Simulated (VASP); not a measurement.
Runs of VASP 6.6.1 on Ca. The structure is that of space group P6_3/mmc (No. 194), or close to it. The cells are those of the table. This isn't the form of Ca at room conditions, which is fcc.

| cell | gap on the mesh (eV) | pressure (GPa) |
| --- | --- | --- |
| a = 3.668, b = 3.668, c = 13.270 Å, angles 90.0, 90.0, 120.0°, 4 atoms | none | 1.9 |
| a = 3.746, b = 3.746, c = 13.116 Å, angles 90.0, 90.0, 120.0°, 4 atoms | none | 1.1 |
| a = 3.668, b = 3.668, c = 13.043 Å, angles 90.0, 90.0, 120.0°, 4 atoms | none | (a) |
| a = 3.746, b = 3.746, c = 12.983 Å, angles 90.0, 90.0, 120.0°, 4 atoms | none | 1.3 |

Alike in all rows: task single point; level PBE; potentials or basis VASP PAW PBE potentials, release 64 (Ca_sv); no spin polarisation; k mesh 15 × 15 × 4; cutoff (eV) 520; smearing gaussian 0.1 eV.

**Question.** Fill in the values left out.

**Answer.** (a) 2.2.

A gap of «none» marks levels without a gap at the run's occupations.
